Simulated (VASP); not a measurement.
# Zn (Fd-3m) in VASP: further runs

The runs below take Zn through single point, relaxation of cell and atoms, with PBE.

Program: VASP 6.6.1. These are calculated values, not measurements. Logs are shortened: lines on timing, memory, paths and dates and some standing lists are left out, and cuts for length are marked.

## Step 1: The cell of the first run

The structure is cubic, space group Fd-3m (No. 227). The conventional cell has a = 5.838 Å, b = 5.838 Å, c = 5.838 Å, α = 90.00°, β = 90.00°, γ = 90.00°. Zn (site symmetry -43m) has 4 Zn at 2.53 Å within 3.3 Å.

This isn't the form of Zn at room conditions, which is hcp.

## Step 2: Single point, PBE

File INCAR:

```
ALGO = Normal
EDIFF = 1E-6
ENCUT = 500
GGA = PE
GGA_COMPAT = F
ISIF = 2
ISMEAR = -1
LASPH = T
LCHARG = T
LELF = T
LREAL = F
LVHAR = T
LWAVE = F
NBANDS = 19
NELM = 120
PREC = Accurate
SIGMA = 0.05
```

File KPOINTS:

```
k-points
0
Gamma
  7 7 7
```

File POSCAR:

```
Zn
1.0
    0.0000000000      2.9192432533      2.9192432533
    2.9192432533      0.0000000000      2.9192432533
    2.9192432533      2.9192432533      0.0000000000
Zn
2
Direct
    1.0000000000      1.0000000000      1.0000000000
    0.2500000000      0.2500000000      0.2500000000
```

Potentials or basis: VASP PAW PBE potentials, release 64 (Zn).

Run with:

```bash
$ cat potpaw_PBE.64/Zn/POTCAR > POTCAR
$ mpirun -np 1 vasp_std > vasp.out
```

OUTCAR:

```text
EDIFF = 1E-6
   ENCUT = 500
   GGA = PE
   ISIF = 2
   ISMEAR = -1
   LASPH = T
   LREAL = F
   NELM = 120
   PREC = Accurate

 ion  position               nearest neighbor table
   1  0.000  0.000  0.000-   2 2.53   2 2.53   2 2.53   2 2.53
   2  0.250  0.250  0.250-   1 2.53   1 2.53   1 2.53   1 2.53

  LATTYP: Found a face centered cubic cell.
 ALAT       =     5.8384865066

  Lattice vectors:

 A1 = (   0.0000000000,   2.9192432533,   2.9192432533)
 A2 = (   2.9192432533,   0.0000000000,   2.9192432533)
 A3 = (   2.9192432533,   2.9192432533,   0.0000000000)

Analysis of symmetry for initial positions (statically):
=====================================================================
 Subroutine PRICEL returns:
 Original cell was already a primitive cell.

 Routine SETGRP: Setting up the symmetry group for a
 face centered cubic supercell.

 Subroutine GETGRP returns: Found 48 space group operations
 (whereof 24 operations were pure point group operations)
 out of a pool of 48 trial point group operations.

The static configuration has the point symmetry T_d .
 The point group associated with its full space group is O_h .

Analysis of symmetry for dynamics (positions and initial velocities):
=====================================================================
 Subroutine PRICEL returns:
 Original cell was already a primitive cell.

 Routine SETGRP: Setting up the symmetry group for a
 face centered cubic supercell.

 Subroutine GETGRP returns: Found 48 space group operations
 (whereof 24 operations were pure point group operations)
 out of a pool of 48 trial point group operations.

The dynamic configuration has the point symmetry T_d .
 The point group associated with its full space group is O_h .

 Subroutine INISYM returns: Found 48 space group operations
 (whereof 24 operations are pure point group operations),
 and found     1 'primitive' translations

----------------------------------------------------------------------------------------

                                     Primitive cell

  volume of cell :      49.7555

  direct lattice vectors                    reciprocal lattice vectors
     0.000000000  2.919243253  2.919243253    -0.171277265  0.171277265  0.171277265
     2.919243253  0.000000000  2.919243253     0.171277265 -0.171277265  0.171277265
     2.919243253  2.919243253  0.000000000     0.171277265  0.171277265 -0.171277265

  length of vectors
     4.128433401  4.128433401  4.128433401     0.296660925  0.296660925  0.296660925

  position of ions in fractional coordinates (direct lattice)
     0.000000000  0.000000000  0.000000000
     0.250000000  0.250000000  0.250000000

  ion indices of the primitive-cell ions
   primitive index   ion index
                 1           1
                 2           2

----------------------------------------------------------------------------------------

 KPOINTS: k-points

Automatic generation of k-mesh.
 Grid dimensions read from file:
 generate k-points for:    7    7    7

 Generating k-lattice:

  Cartesian coordinates                     Fractional coordinates (reciprocal lattice)
    -0.024468181  0.024468181  0.024468181     0.142857143  0.000000000  0.000000000
     0.024468181 -0.024468181  0.024468181     0.000000000  0.142857143  0.000000000
     0.024468181  0.024468181 -0.024468181     0.000000000  0.000000000  0.142857143

  Length of vectors
     0.042380132  0.042380132  0.042380132

  Shift w.r.t. Gamma in fractional coordinates (k-lattice)
     0.000000000  0.000000000  0.000000000

 Subroutine IBZKPT returns following result:
 ===========================================

 Found     20 irreducible k-points:

 Following reciprocal coordinates:
            Coordinates               Weight
  0.000000  0.000000  0.000000      1.000000
  0.142857  0.000000  0.000000      8.000000
  0.285714  0.000000  0.000000      8.000000
  0.428571  0.000000  0.000000      8.000000
  0.142857  0.142857  0.000000      6.000000
  0.285714  0.142857  0.000000     24.000000
[... 12 lines left out ...]
 -0.428571  0.428571  0.142857     24.000000
 -0.285714  0.428571  0.142857     24.000000
   k-points           NKPTS =     20   k-points in BZ     NKDIM =     20   number of bands    NBANDS=     19
   number of dos      NEDOS =    301   number of ions     NIONS =      2
   total plane-waves  NPLWV =  27000
   dimension x,y,z NGX =    30 NGY =   30 NGZ =   30
   dimension x,y,z NGXF=    60 NGYF=   60 NGZF=   60
   ions per type =               2
   NGX,Y,Z   is equivalent  to a cutoff of  12.08, 12.08, 12.08 a.u.
   NGXF,Y,Z  is equivalent  to a cutoff of  24.16, 24.16, 24.16 a.u.
 SYSTEM =  unknown system
   PREC   = accura    normal or accurate (medium, high low for compatibility)
   ISTART =      0    job   : 0-new  1-cont  2-samecut
   ICHARG =      2    charge: 1-file 2-atom 10-const
   ISPIN  =      1    spin polarized calculation?
   LNONCOLLINEAR =      F non collinear calculations
   LSORBIT =      F    spin-orbit coupling
   LASPH  =      T    aspherical Exc in radial PAW
   ENCUT  =  500.0 eV  36.75 Ry    6.06 a.u.   7.53  7.53  7.53*2*pi/ulx,y,z
   NELM   =    120;   NELMIN=  2; NELMDL= -5     # of ELM steps
   EDIFF  = 0.1E-05   stopping-criterion for ELM
   LREAL  =      F    real-space projection
   EDIFFG = 0.1E-04   stopping-criterion for IOM
   NSW    =      0    number of steps for IOM
   IBRION =     -1    ionic relax: 0-MD 1-quasi-New 2-CG
   NFREE  =      0    steps in history (QN), initial steepest desc. (CG)
   ISIF   =      2    stress and relaxation
   ISYM   =      2    0-nonsym 1-usesym 2-fastsym
   POTIM  = 0.5000    time-step for ionic-motion
   TEBEG  =    0.0;   TEEND  =   0.0 temperature during run
   PSTRESS=    0.0 pullay stress
   NELECT =      24.0000    total number of electrons
   NUPDOWN=      -1.0000    fix difference up-down
   EMIN   =  10.00;   EMAX   =-10.00  energy-range for DOS
   EFERMI =   0.00;   METHOD = LEGACY
   ISMEAR =    -1;   SIGMA  =   0.05  broadening in eV -4-tet -1-fermi 0-gaus
   EFERMI_NEDOS =   21; number of points for ismear=-14 and -15
   IALGO  =     38    algorithm
   IMIX   =      4    mixing-type and parameters
     AMIX     =   0.40;   BMIX     =  1.00
     AMIX_MAG =   1.60;   BMIX_MAG =  1.00
  volume/ion in A,a.u.               =      24.88       167.88
  Fermi-wavevector in a.u.,A,eV,Ry     =   1.283901  2.426222 22.427877  1.648402
  Thomas-Fermi vector in A             =   2.416127
   LORBIT       =      0    0 simple, 1 ext, 2 COOP (PROOUT), +10 PAW based schemes
   GGA     = PE    functional components
   LHFCALC =     F    Hartree Fock is set to
   AEXX    =    0.0000 exact exchange contribution
   IVDW    =     0    specifies the selected vdW correction
   LEPSILON=     F    determine dielectric tensor
   LRPA    =     F    only Hartree local field effects (RPA)
 non-spin polarized calculation
  energy-cutoff  :      500.00
  volume of cell :       49.76
 maximum number of plane-waves:      1279
 NGX is ok and might be reduce to    30
   NGX = 15   NGY = 15   NGZ = 15

 number of electron      23.9999977 magnetization

 Free energy of the ion-electron system (eV)
  ---------------------------------------------------
  ext. energy  EPLUGINS =         0.00000000
  ---------------------------------------------------
  free energy    TOTEN  =        -1.29548991 eV

  energy without entropy =       -1.29183853  energy(sigma->0) =       -1.29366422

 E-fermi :   0.2144     XC(G=0):  -8.9049

 val. band max:        0.1012401656   @ k =  -0.4286   0.2857   0.0000
 cond. band min:       0.4503617773   @ k =  -0.4286   0.4286   0.0000
 fundamental gap:      0.3491216117
 Fermi energy:         0.2144389799

 k-point     1 :       0.0000    0.0000    0.0000
  band No.  band energies     occupation
      1      -7.2429      2.00000
      2      -7.2429      2.00000
      3      -7.2429      2.00000
      4      -7.2357      2.00000
      5      -7.2038      2.00000
      6      -7.2038      2.00000
[... 11 lines left out ...]
     18       7.2061      0.00000
     19       9.1651      0.00000

 k-point     2 :       0.1429    0.0000    0.0000
  band No.  band energies     occupation
      1      -7.2785      2.00000
      2      -7.2785      2.00000
      3      -7.2418      2.00000
      4      -7.1493      2.00000
      5      -7.1493      2.00000
      6      -7.0593      2.00000
[... 11 lines left out ...]
     18       8.9978      0.00000
     19      10.5161      0.00000

 k-point     3 :       0.2857    0.0000    0.0000
  band No.  band energies     occupation
      1      -7.2906      2.00000
      2      -7.2906      2.00000
      3      -7.2354      2.00000
      4      -7.1068      2.00000
      5      -7.1068      2.00000
      6      -6.9374      2.00000
[... 11 lines left out ...]
     18       9.7672      0.00000
     19      11.2221      0.00000

 k-point     4 :       0.4286    0.0000    0.0000
  band No.  band energies     occupation
      1      -7.2764      2.00000
      2      -7.2764      2.00000
      3      -7.2237      2.00000
      4      -7.1111      2.00000
      5      -7.1111      2.00000
      6      -6.9631      2.00000
[... 11 lines left out ...]
     18       9.1259      0.00000
     19      13.5771      0.00000

 k-point     5 :       0.1429    0.1429    0.0000
  band No.  band energies     occupation
      1      -7.3118      2.00000
      2      -7.2476      2.00000
      3      -7.2476      2.00000
      4      -7.1639      2.00000
      5      -7.1026      2.00000
      6      -7.0140      2.00000
[... 11 lines left out ...]
     18       8.7924      0.00000
     19      10.3953      0.00000
[... 246 lines left out ...]
      2      -7.2965      2.00000
      3      -7.2111      2.00000
      4      -7.0757      2.00000
      5      -6.9786      2.00000
      6      -6.9763      2.00000
[... 11 lines left out ...]
     18      10.9129      0.00000
     19      12.2770      0.00000

 k-point    18 :      -0.4286    0.2857    0.1429
  band No.  band energies     occupation
      1      -7.3448      2.00000
      2      -7.3197      2.00000
      3      -7.1732      2.00000
      4      -7.0419      2.00000
      5      -6.9995      2.00000
      6      -6.9509      2.00000
[... 11 lines left out ...]
     18      11.2380      0.00000
     19      12.2779      0.00000

 k-point    19 :      -0.4286    0.4286    0.1429
  band No.  band energies     occupation
      1      -7.3428      2.00000
      2      -7.3250      2.00000
      3      -7.1847      2.00000
      4      -7.1013      2.00000
      5      -6.9335      2.00000
      6      -6.8547      2.00000
[... 11 lines left out ...]
     18      12.7278      0.00000
     19      14.1552      0.00000

 k-point    20 :      -0.2857    0.4286    0.1429
  band No.  band energies     occupation
      1      -7.3610      2.00000
      2      -7.3325      2.00000
      3      -7.1483      2.00000
      4      -7.0563      2.00000
      5      -6.9509      2.00000
      6      -6.8544      2.00000
[... 11 lines left out ...]
     18       9.7762      0.00000
     19      13.8933      0.00000

------------------------ aborting loop because EDIFF is reached ----------------------------------------

  FORCE on cell =-STRESS in cart. coord.  units (eV):
  Direction    XX          YY          ZZ          XY          YZ          ZX
  --------------------------------------------------------------------------------------
  -------------------------------------------------------------------------------------
  Total        0.0512871      0.0512871      0.0512871      0.0000000      0.0000000      0.0000000
  in kB        1.6514977      1.6514977      1.6514977      0.0000000      0.0000000      0.0000000
  external PRESSURE =       1.6514977 kB  Pullay stress =       0.0000000 kB

 VOLUME and BASIS-vectors are now :
 -----------------------------------------------------------------------------
  energy-cutoff  :      500.00
  volume of cell :       49.76
      direct lattice vectors                 reciprocal lattice vectors
     0.000000000  2.919243253  2.919243253    -0.171277265  0.171277265  0.171277265
     2.919243253  0.000000000  2.919243253     0.171277265 -0.171277265  0.171277265
     2.919243253  2.919243253  0.000000000     0.171277265  0.171277265 -0.171277265

 POSITION                                       TOTAL-FORCE (eV/Angst)
 -----------------------------------------------------------------------------------
      0.00000      0.00000      0.00000         0.000000      0.000000      0.000000
      1.45962      1.45962      1.45962        -0.000000     -0.000000     -0.000000
 -----------------------------------------------------------------------------------
    total drift:                                0.000000      0.000000      0.000000

  FREE ENERGIE OF THE ION-ELECTRON SYSTEM (eV)
  ---------------------------------------------------
  free  energy   TOTEN  =        -1.2954899127 eV

  energy  without entropy=       -1.2918385339  energy(sigma->0) =       -1.29366422
```

Wall time 20 s (1 thread of Intel Xeon 8259CL, shared host); peak memory 0.17 GiB.

What came out:

```
Free energy            : -1.2955 eV
Pressure               : 0.2 GPa
Band gap on the k mesh : zero (bands 12 and 13 overlap by 5.63 eV)
```

## Step 3: Relaxation of cell and atoms, PBE

This run uses another cell than the first one, of 19.90 Å³/atom.

File INCAR:

```
ALGO = Normal ; EDIFF = 1E-7
EDIFFG = -0.03 ; ENCUT = 500
GGA = PE ; GGA_COMPAT = False
IBRION = 2 ; ISIF = 3
ISMEAR = -1 ; LASPH = True
LCHARG = False ; LREAL = False
LWAVE = False ; NELM = 120
NELMIN = 4 ; NSW = 80
PREC = Accurate ; SIGMA = 0.05
```

KPOINTS is that of step 2.

File POSCAR:

```
Zn
1.0
    0.0000000000      2.7100000000      2.7100000000
    2.7100000000      0.0000000000      2.7100000000
    2.7100000000      2.7100000000      0.0000000000
Zn
2
Direct
    1.0000000000      1.0000000000      1.0000000000
    0.2500000000      0.2500000000      0.2500000000
```

Potentials or basis: VASP PAW PBE potentials, release 64 (Zn).

Run with:

```bash
$ cat potpaw_PBE.64/Zn/POTCAR > POTCAR
$ mpirun -np 1 vasp_std > vasp.out
```

Run time: 48 s. Hardware: 1 thread of Intel Xeon 8259CL, shared host; peak memory 0.16 GiB.

It converged, with:

| Quantity | Value |
| --- | --- |
| Free energy | -1.2891 eV |
| Relaxed volume | 24.87 Å³/atom |
| Relaxed cell | a = 4.128 Å, b = 4.128 Å, c = 4.128 Å, α = 60.00°, β = 60.00°, γ = 60.00° |
| Space group after relaxing (to 0.1 Å) | Fd-3m (No. 227) |
| Energy gained by relaxing | 132.0 meV/atom |
| Ionic steps | 4 |
| Pressure after relaxing | 0.0 GPa |
| Band gap on the k mesh | zero (bands 12 and 13 overlap by 5.63 eV) |

Step by step:
```
step  energy change (eV)  largest force (eV/Å)  pressure (GPa)  volume (Å³)
   1              0.0000                0.0000           10.34        39.81
   2             -0.2560                0.0000            1.35        47.68
   3             -0.2635                0.0000           -0.31        50.25
   4             -0.2641                0.0000           -0.02        49.74
```

Final structure:
```
Zn
1.0
     0.00000    2.91896    2.91896
     2.91896    0.00000    2.91896
     2.91896    2.91896    0.00000
Zn
2
Direct
  0.00000 0.00000 0.00000
  0.25000 0.25000 0.25000
```

Levels at points of the mesh, in eV from the Fermi level:
```csv
k point,band 9,band 10,band 11,band 12,band 13,band 14,band 15,band 16
"(0.00, 0.00, 0.00)",-6.88,-6.69,-6.69,5.20,5.20,5.20,6.68,6.68
```

Caveat: the volume moved by over 15 % at a fixed basis, so the end points are rough.

The gap in the log of VASP goes by the Fermi energy; the results here count the filled bands.